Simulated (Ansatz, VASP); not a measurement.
**ScAl3: VASP beside Ansatz**

```
CELL_PARAMETERS angstrom
-1.91591 1.91591 4.36982
1.91591 -1.91591 4.36982
1.91591 1.91591 -4.36982
ATOMIC_POSITIONS crystal
Sc 0.00000 0.00000 0.00000
Al 0.75000 0.25000 0.50000
Al 0.25000 0.75000 0.50000
Al 0.50000 0.50000 0.00000
```

Change from the starting cell: strain -0.0400 x Voigt [1, 1, 0, 0, 0, 0], atoms carried along.

Alike in both runs: task single point; functional PBEsol; k mesh 16 × 16 × 16; occupations gaussian, width 0.15 eV; no spin polarisation.

|  | VASP | Ansatz |
| --- | --- | --- |
| version | VASP 6.6.1 | Ansatz 0.2.0 |
| potentials or method | VASP PAW PBE potentials, release 64 (Sc_sv, Al), cutoff 520 eV | scalar-relativistic, plane waves, PAW |
| valence electrons in the cell | 20 | 20 |

|  | VASP | Ansatz | Ansatz less VASP |
| --- | --- | --- | --- |
| gap on the k mesh at the Fermi level (eV) | none | none | - |
| pressure (GPa) | 8.9 | 8.7 | -0.17 |
| traceless stress, the component that is largest in VASP (GPa) | -4.74 | -4.73 | +0.011 |

VASP's potentials were made for PBE, not for PBEsol. A gap of «none» marks a metal or a gap that the smearing closes.
